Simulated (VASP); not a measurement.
## ZnS: single point with PBE-based screened hybrid with 15 % exact exchange

Crystal: ZnS.

```xyz
4
Lattice="3.8110 0.0000 0.0000 -1.9055 3.3004 0.0000 0.0000 0.0000 6.2340" Properties=species:S:1:pos:R:3 pbc="T T T"
Zn    1.9055    1.1001    3.1170
Zn    0.0000    2.2003    0.0000
S     1.9055    1.1001    5.5171
S     0.0000    2.2003    2.4001
```

```
Program                            : VASP 6.6.1
Task                               : single point
Functional                         : PBE-based screened hybrid with 15 % exact exchange
Potentials or basis                : VASP PAW PBE potentials, release 64 (Zn, S)
Cutoff                             : 520 eV
k mesh                             : 5 × 5 × 3
Occupations                        : fermi-dirac, width 0.05 eV
Spin                               : no spin polarisation
Dipole correction                  : no
Grid for exact exchange (PRECFOCK) : Normal
Share of exact exchange            : 0.15
Further INCAR settings             : ALGO = Normal; EDIFF = 1e-06; NBANDS = 26
Screening parameter                : 0.20787 1/Å
```

```yaml
Pressure: 2.0 GPa
Largest_force: 0.329 eV/Å
Band_gap_on_the_k_mesh: 2.97 eV
```

Forces on the atoms (eV/Å):
```
Zn   0.000  0.000  0.329
Zn   0.000  0.000  0.329
S    0.000  0.000 -0.329
S    0.000  0.000 -0.329
```

Stress tensor (GPa, compression positive):
```
2.75 0.00 0.00
0.00 2.75 0.00
0.00 0.00 0.51
```

Levels at points of the mesh, in eV from the valence-band top:
```csv
k point,band 16,band 17,band 18,band 19,band 20,band 21
"(0.00, 0.00, 0.00)",-0.02,-0.02,0.00,2.97,3.72,7.05
```

Run time: 82 min on 1 thread of Oxide Virtual Turin-like Processor, on a shared host, peak memory 0.29 GiB.

Caveat: the PAW data sets were made with another functional, which shifts forces and pressure a little.
